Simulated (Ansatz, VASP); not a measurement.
# ZnSn2N2 in VASP and in Ansatz

Contents of INCAR:

```
SYSTEM = ZnSn2N2
ALGO = Normal
EDIFF = 1E-6
EDIFFG = -0.05
ENCUT = 600
GGA = RP
IBRION = 2
ISIF = 3
ISMEAR = -1
LASPH = .True.
LCHARG = .False.
LREAL = .False.
LWAVE = .False.
NELM = 80
NSW = 80
PREC = Accurate
SIGMA = 0.05
```

The input KPOINTS:

```
k-points
0
Gamma
  7 7 3
  0 0 0
```

POSCAR

```
ZnSn2N2
1.0
    3.3523260000      0.0000000000      0.0000000000
    0.0000000000      3.3523260000      0.0000000000
    0.0000000000      0.0000000000      8.0642090000
Zn Sn N
1 2 2
Direct
    0.0000000000      0.0000000000      0.0000000000
    0.5000000000      0.5000000000      0.6941730000
    0.5000000000      0.5000000000      0.3058270000
    0.5000000000      0.0000000000      0.1458100000
    0.0000000000      0.5000000000      0.8541900000
```

Input for Ansatz:

```yaml
crystal:
  lattice:
    - [3.352326, 0.0, 0.0]
    - [0.0, 3.352326, 0.0]
    - [0.0, 0.0, 8.064209]
  atoms:
    - { symbol: Zn, position: [0.0, 0.0, 0.0] }
    - { symbol: Sn, position: [0.5, 0.5, 0.694173] }
    - { symbol: Sn, position: [0.5, 0.5, 0.305827] }
    - { symbol: "N", position: [0.5, 0.0, 0.14581] }
    - { symbol: "N", position: [0.0, 0.5, 0.85419] }
kpoints:
  mp_grid:
    grid: [7, 7, 3]
    shift: [0.0, 0.0, 0.0]
hamiltonian:
  xc: rpbe
  dispersion: none
scf:
  occupations:
    method: fermi_dirac
    width: 0.05
relax:
  f_tol: 0.05
  cell: {}
```

Alike in both runs: task relaxation of cell and atoms; functional RPBE; k mesh 7 × 7 × 3; occupations fermi-dirac, width 0.05 eV; no spin polarisation.

|  | VASP | Ansatz |
| --- | --- | --- |
| version | VASP 6.6.1 | Ansatz 0.2.0 |
| potentials or method | VASP PAW PBE potentials, release 64 (Zn, Sn_d, N) | plane waves, PAW |
| plane-wave cutoff (eV) | 600 | 420 |
| valence electrons in the cell | 50 | 50 |

VASP gave:

- relaxed volume (Å³/atom): 18.62
- relaxed cell length with the largest relative difference (Å): 8.129

Q: Estimate Ansatz's values.

A: Relaxed volume (Å³/atom): 18.67; relaxed cell length with the largest relative difference (Å): 8.138.

VASP's potentials were made for PBE, not for RPBE.
